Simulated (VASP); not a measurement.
# Al2Au (Fm-3m) in VASP: notebook

Runs on Al2Au. Level: LDA. Tasks: electric field gradients.

Everything below comes from runs of VASP 6.6.1. Logs are shortened: lines on timing, memory, paths and dates and some standing lists are left out, and cuts for length are marked.

**1. The cell of the first run**

Symmetry: Fm-3m, No. 225, cubic system. Conventional cell: a = 6.040 Å, b = 6.040 Å, c = 6.040 Å, α = 90.00°, β = 90.00°, γ = 90.00°. Within 3.4 Å of Al (site symmetry -43m) lie 4 Au at 2.62 Å and 6 Al at 3.02 Å. Within 3.4 Å of Au (site symmetry m-3m) lie 8 Al at 2.62 Å.

**2. Electric field gradients, LDA (volume scaled by 1.02)**

INCAR

```
SYSTEM = Al2Au
ALGO     = Normal         ! electronic algorithm
EDIFF    = 1E-8           ! SCF threshold, eV
ENCUT    = 400            ! plane-wave cutoff, eV
GGA      = CA             ! functional
GGA_COMPAT= .False.      
ISIF     = 2              ! what is computed and relaxed
ISMEAR   = -1             ! smearing method
LASPH    = .True.         ! aspherical terms in the spheres
LCHARG   = .False.        ! write CHGCAR
LEFG     = .True.       
LREAL    = .False.        ! projectors in reciprocal space
LWAVE    = .False.        ! write WAVECAR
NBANDS   = 16             ! bands
NELM     = 120            ! most SCF steps
PREC     = Accurate       ! precision mode
SIGMA    = 0.05           ! smearing width, eV
```

KPOINTS

```
k-points
0
Gamma
  11 11 11
  0 0 0
```

POSCAR

```
Al2Au
1.0
    0.0000000000      3.0198681287      3.0198681287
    3.0198681287      0.0000000000      3.0198681287
    3.0198681287      3.0198681287      0.0000000000
Al Au
2 1
Direct
    0.2500000000      0.2500000000      0.2500000000
    0.7500000000      0.7500000000      0.7500000000
    0.0000000000      0.0000000000      0.0000000000
```

Potentials or basis: VASP PAW LDA potentials, release 64 (Al, Au).

On the command line:

```
> cat potpaw_LDA.64/Al/POTCAR potpaw_LDA.64/Au/POTCAR > POTCAR
> mpirun -np 1 vasp_std > vasp.out
```

OUTCAR:

```text
SYSTEM = Al2Au
   EDIFF = 1E-8
   ENCUT = 400
   GGA = CA
   ISIF = 2
   ISMEAR = -1
   LASPH = .True.
   LREAL = .False.
   NELM = 120
   PREC = Accurate

 ion  position               nearest neighbor table
   1  0.250  0.250  0.250-   3 2.62   3 2.62   3 2.62   3 2.62   2 3.02   2 3.02   2 3.02   2 3.02
                             2 3.02   2 3.02
   2  0.750  0.750  0.750-   3 2.62   3 2.62   3 2.62   3 2.62   1 3.02   1 3.02   1 3.02   1 3.02
                             1 3.02   1 3.02
   3  0.000  0.000  0.000-   2 2.62   2 2.62   2 2.62   1 2.62   1 2.62   1 2.62   2 2.62   1 2.62

  LATTYP: Found a face centered cubic cell.
 ALAT       =     6.0397362574

  Lattice vectors:

 A1 = (   0.0000000000,   3.0198681287,   3.0198681287)
 A2 = (   3.0198681287,   0.0000000000,   3.0198681287)
 A3 = (   3.0198681287,   3.0198681287,   0.0000000000)

Analysis of symmetry for initial positions (statically):
=====================================================================
 Subroutine PRICEL returns:
 Original cell was already a primitive cell.

 Routine SETGRP: Setting up the symmetry group for a
 face centered cubic supercell.

 Subroutine GETGRP returns: Found 48 space group operations
 (whereof 48 operations were pure point group operations)
 out of a pool of 48 trial point group operations.

The static configuration has the point symmetry O_h .

Analysis of symmetry for dynamics (positions and initial velocities):
=====================================================================
 Subroutine PRICEL returns:
 Original cell was already a primitive cell.

 Routine SETGRP: Setting up the symmetry group for a
 face centered cubic supercell.

 Subroutine GETGRP returns: Found 48 space group operations
 (whereof 48 operations were pure point group operations)
 out of a pool of 48 trial point group operations.

The dynamic configuration has the point symmetry O_h .

 Subroutine INISYM returns: Found 48 space group operations
 (whereof 48 operations are pure point group operations),
 and found     1 'primitive' translations

----------------------------------------------------------------------------------------

                                     Primitive cell

  volume of cell :      55.0800

  direct lattice vectors                    reciprocal lattice vectors
[... 129 lines left out ...]
  ---------------------------------------------------
  ext. energy  EPLUGINS =         0.00000000
  ---------------------------------------------------
  free energy    TOTEN  =       -14.25921454 eV

  energy without entropy =      -14.25054923  energy(sigma->0) =      -14.25488188

 E-fermi :   7.4110     XC(G=0): -10.6302

 val. band max:        7.4046415321   @ k =  -0.2727   0.2727   0.0000
 cond. band min:       7.4424732014   @ k =   0.4545   0.0909   0.0000
 fundamental gap:      0.0378316693
 Fermi energy:         7.4110181272

 k-point     1 :       0.0000    0.0000    0.0000
  band No.  band energies     occupation
      1      -3.0331      2.00000
      2       0.8520      2.00000
      3       0.8520      2.00000
      4       0.8520      2.00000
      5       1.7963      2.00000
      6       1.7963      2.00000
[... 433 lines left out ...]
      3       1.0696      2.00000
      4       1.0909      2.00000
      5       1.6878      2.00000
      6       1.8910      2.00000
[... 8 lines left out ...]
     15      14.2435      0.00000
     16      16.2055      0.00000

 [... further k-points ...]
[... 5 lines left out ...]
  --------------------------------------------------------------------------------------
  -------------------------------------------------------------------------------------
  Total       -1.5068702     -1.5068702     -1.5068702      0.0000000     -0.0000000      0.0000000
  in kB      -43.8321221    -43.8321221    -43.8321221      0.0000000     -0.0000000      0.0000000
  external PRESSURE =     -43.8321221 kB  Pullay stress =       0.0000000 kB

 VOLUME and BASIS-vectors are now :
 -----------------------------------------------------------------------------
  energy-cutoff  :      400.00
  volume of cell :       55.08
      direct lattice vectors                 reciprocal lattice vectors
     0.000000000  3.019868129  3.019868129    -0.165570144  0.165570144  0.165570144
     3.019868129  0.000000000  3.019868129     0.165570144 -0.165570144  0.165570144
     3.019868129  3.019868129  0.000000000     0.165570144  0.165570144 -0.165570144

 POSITION                                       TOTAL-FORCE (eV/Angst)
 -----------------------------------------------------------------------------------
      1.50993      1.50993      1.50993        -0.000000     -0.000000     -0.000000
      4.52980      4.52980      4.52980         0.000000      0.000000      0.000000
      0.00000      0.00000      0.00000         0.000000      0.000000      0.000000
 -----------------------------------------------------------------------------------
    total drift:                               -0.000000     -0.000000      0.000000

  FREE ENERGIE OF THE ION-ELECTRON SYSTEM (eV)
  ---------------------------------------------------
  free  energy   TOTEN  =       -14.2592145411 eV

  energy  without entropy=      -14.2505492278  energy(sigma->0) =      -14.25488188

 Electric field gradients (V/A^2)
---------------------------------------------------------------------
 ion       V_xx      V_yy      V_zz      V_xy      V_xz      V_yz
---------------------------------------------------------------------
   1       0.000     0.000    -0.000     0.000     0.000     0.000
   2       0.000     0.000     0.000     0.000     0.000     0.000
   3      -0.000    -0.000    -0.000    -0.001    -0.001    -0.001
---------------------------------------------------------------------

 Electric field gradients after diagonalization (V/A^2)
 (convention: |V_zz| > |V_xx| > |V_yy|)
----------------------------------------------------------------------
 ion       V_xx      V_yy      V_zz     asymmetry (V_yy - V_xx)/ V_zz
----------------------------------------------------------------------
   1      -0.000    -0.000     0.000       0.000
   2      -0.000    -0.000     0.000       0.000
   3       0.001     0.001    -0.001       0.000
----------------------------------------------------------------------

           NMR quadrupolar parameters

 Cq : quadrupolar parameter    Cq=e*Q*V_zz/h
 eta: asymmetry parameters     (V_yy - V_xx)/ V_zz
 Q  : nuclear electric quadrupole moment in mb (millibarn)
----------------------------------------------------------------------
 ion       Cq(MHz)       eta       Q (mb)
----------------------------------------------------------------------
   1       0.000       0.000       1.000
   2       0.000       0.000       1.000
   3      -0.000       0.000       1.000
----------------------------------------------------------------------
```

It took 24 s on 1 thread of AMD EPYC 9R45 (Zen 5), shared host; peak memory 0.13 GiB.

What came out:

```yaml
Free_energy: -14.2592 eV
Pressure: -4.4 GPa
```

Levels at points of the mesh, in eV from the Fermi level:
```tsv
k point	band 6	band 7	band 8	band 9	band 10	band 11	band 12	band 13
(0.00, 0.00, 0.00)	-5.61	1.93	2.90	2.90	2.90	3.78	3.78	3.78
```

Caveat: without QUAD_EFG the Cq values of the log hold for a quadrupole moment of 1 mb, not for the nuclei; spin-orbit coupling is left out, which moves the levels of the heavy elements.

**3. Electric field gradients, LDA (volume scaled by 1.06)**

INCAR

```
PREC = Accurate ; ENCUT = 400
EDIFF = 1E-8 ; ISMEAR = -1
SIGMA = 0.05 ; LREAL = False
LASPH = True ; NELM = 120
ALGO = Normal ; ISIF = 2
LWAVE = False ; LCHARG = False
GGA = CA ; LEFG = True
NBANDS = 16 ; GGA_COMPAT = False
```

KPOINTS

```
Automatic mesh
0
Gamma
  11 11 11
```

POSCAR

```
Al2Au
1.0
    0.0000000000      3.0588384673      3.0588384673
    3.0588384673      0.0000000000      3.0588384673
    3.0588384673      3.0588384673      0.0000000000
Al Au
2 1
Direct
    0.2500000000      0.2500000000      0.2500000000
    0.7500000000      0.7500000000      0.7500000000
    0.0000000000      0.0000000000      0.0000000000
```

Potentials or basis: VASP PAW LDA potentials, release 64 (Al, Au).

On the command line:

```
> cat potpaw_LDA.64/Al/POTCAR potpaw_LDA.64/Au/POTCAR > POTCAR
> mpirun -np 1 vasp_std > vasp.out
```

OUTCAR:

```text
PREC = Accurate
   ENCUT = 400
   EDIFF = 1E-8
   ISMEAR = -1
   LREAL = False
   LASPH = True
   NELM = 120
   ISIF = 2
   GGA = CA

 ion  position               nearest neighbor table
   1  0.250  0.250  0.250-   3 2.65   3 2.65   3 2.65   3 2.65   2 3.06   2 3.06   2 3.06   2 3.06
                             2 3.06   2 3.06
   2  0.750  0.750  0.750-   3 2.65   3 2.65   3 2.65   3 2.65   1 3.06   1 3.06   1 3.06   1 3.06
                             1 3.06   1 3.06
   3  0.000  0.000  0.000-   2 2.65   2 2.65   2 2.65   1 2.65   2 2.65   1 2.65   1 2.65   1 2.65

  LATTYP: Found a face centered cubic cell.
 ALAT       =     6.1176769346

  Lattice vectors:

 A1 = (   0.0000000000,   3.0588384673,   3.0588384673)
 A2 = (   3.0588384673,   0.0000000000,   3.0588384673)
 A3 = (   3.0588384673,   3.0588384673,   0.0000000000)

Analysis of symmetry for initial positions (statically):
=====================================================================
 Subroutine PRICEL returns:
 Original cell was already a primitive cell.

[... 655 lines left out ...]
 -----------------------------------------------------------------------------------
      1.52942      1.52942      1.52942         0.000000      0.000000      0.000000
      4.58826      4.58826      4.58826        -0.000000     -0.000000     -0.000000
      0.00000      0.00000      0.00000         0.000000      0.000000     -0.000000
 -----------------------------------------------------------------------------------
    total drift:                               -0.000000     -0.000000      0.000000

  FREE ENERGIE OF THE ION-ELECTRON SYSTEM (eV)
  ---------------------------------------------------
  free  energy   TOTEN  =       -14.1765163240 eV

  energy  without entropy=      -14.1678327901  energy(sigma->0) =      -14.17217456

 Electric field gradients (V/A^2)
---------------------------------------------------------------------
 ion       V_xx      V_yy      V_zz      V_xy      V_xz      V_yz
---------------------------------------------------------------------
   1       0.000     0.000    -0.000     0.000     0.000     0.000
   2       0.000     0.000    -0.000     0.000     0.000     0.000
   3      -0.000     0.000     0.000    -0.001    -0.001    -0.001
---------------------------------------------------------------------

 Electric field gradients after diagonalization (V/A^2)
 (convention: |V_zz| > |V_xx| > |V_yy|)
----------------------------------------------------------------------
 ion       V_xx      V_yy      V_zz     asymmetry (V_yy - V_xx)/ V_zz
----------------------------------------------------------------------
   1      -0.000    -0.000     0.000       0.000
   2      -0.000    -0.000     0.000       0.000
   3       0.001     0.001    -0.002       0.000
----------------------------------------------------------------------

           NMR quadrupolar parameters

 Cq : quadrupolar parameter    Cq=e*Q*V_zz/h
 eta: asymmetry parameters     (V_yy - V_xx)/ V_zz
 Q  : nuclear electric quadrupole moment in mb (millibarn)
----------------------------------------------------------------------
 ion       Cq(MHz)       eta       Q (mb)
----------------------------------------------------------------------
   1       0.000       0.000       1.000
   2       0.000       0.000       1.000
   3      -0.000       0.000       1.000
----------------------------------------------------------------------
```

Run time: 23 s. Hardware: 1 thread of AMD EPYC 9R45 (Zen 5), shared host; peak memory 0.13 GiB.

Results:

```yaml
Free_energy: -14.1765 eV
Pressure: -7.8 GPa
```

Levels at points of the mesh, in eV from the Fermi level:
| k point | band 5 | band 6 | band 7 | band 8 | band 9 | band 10 | band 11 | band 12 | band 13 | band 14 |
| --- | --- | --- | --- | --- | --- | --- | --- | --- | --- | --- |
| (0.00, 0.00, 0.00) | -5.45 | -5.45 | 1.67 | 2.89 | 2.89 | 2.89 | 3.62 | 3.62 | 3.62 | 5.49 |

Caveat: without QUAD_EFG the Cq values of the log hold for a quadrupole moment of 1 mb, not for the nuclei; spin-orbit coupling is left out, which moves the levels of the heavy elements.
